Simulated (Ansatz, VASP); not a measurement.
**One calculation of Ti2B, two programs**

INCAR

```
SYSTEM = Ti2B
  PREC = Accurate
  ENCUT = 520
  EDIFF = 1E-6
  ISMEAR = -1
  SIGMA = 0.1
  LREAL = .FALSE.
  LASPH = .TRUE.
  NELM = 80
  ALGO = Normal
  ISIF = 2
  LWAVE = .FALSE.
  LCHARG = .FALSE.
  GGA = PE
  NBANDS = 36
```

Contents of KPOINTS:

```
regular mesh
0
G
  4 4 4
  0 0 0
```

File POSCAR:

```
Ti2B
1.0
   -2.8290690000      2.8290690000      2.3682650000
    2.8290690000     -2.8290690000      2.3682650000
    2.8290690000      2.8290690000     -2.3682650000
Ti B
4 2
Direct
    0.6644000000      0.1644000000      0.8288000000
    0.3356000000      0.8356000000      0.1712000000
    0.8356000000      0.6644000000      0.5000000000
    0.1644000000      0.3356000000      0.5000000000
    0.7500000000      0.7500000000      0.0000000000
    0.2500000000      0.2500000000      0.0000000000
```

Input for Ansatz:

```yaml
crystal:
  lattice:
    - [-2.829069, 2.829069, 2.368265]
    - [2.829069, -2.829069, 2.368265]
    - [2.829069, 2.829069, -2.368265]
  atoms:
    - { symbol: Ti, position: [0.6644, 0.16439999999999996, 0.8288] }
    - { symbol: Ti, position: [0.3356, 0.8356, 0.1712] }
    - { symbol: Ti, position: [0.8356, 0.6644, 0.5] }
    - { symbol: Ti, position: [0.1644, 0.3356, 0.5] }
    - { symbol: B, position: [0.75, 0.75, 0.0] }
    - { symbol: B, position: [0.25, 0.25, 0.0] }
basis:
  ecutwfc: 470.0
kpoints:
  mp_grid:
    grid: [4, 4, 4]
hamiltonian:
  xc: pbe
scf:
  occupations:
    method: fermi_dirac
output:
  stress: true
```

Alike in both runs: task single point; functional PBE; k mesh 4 × 4 × 4; no spin polarisation.

```csv
,VASP,Ansatz
version,VASP 6.6.1,Ansatz 0.2.0
potentials or method,"VASP PAW PBE potentials, release 64 (Ti_sv, B), cutoff 520 eV","plane waves, PAW"
occupations,"fermi-dirac, width 0.1 eV",fermi-dirac
valence electrons in the cell,54,54
```

|  | VASP | Ansatz | Ansatz less VASP |
| --- | --- | --- | --- |
| pressure (GPa) | 0.7 | 0.8 | +0.09 |
| traceless stress, the component that is largest in VASP (GPa) | 1.20 | 1.24 | +0.038 |

The k mesh is coarse, so the values compare programs but aren't converged.
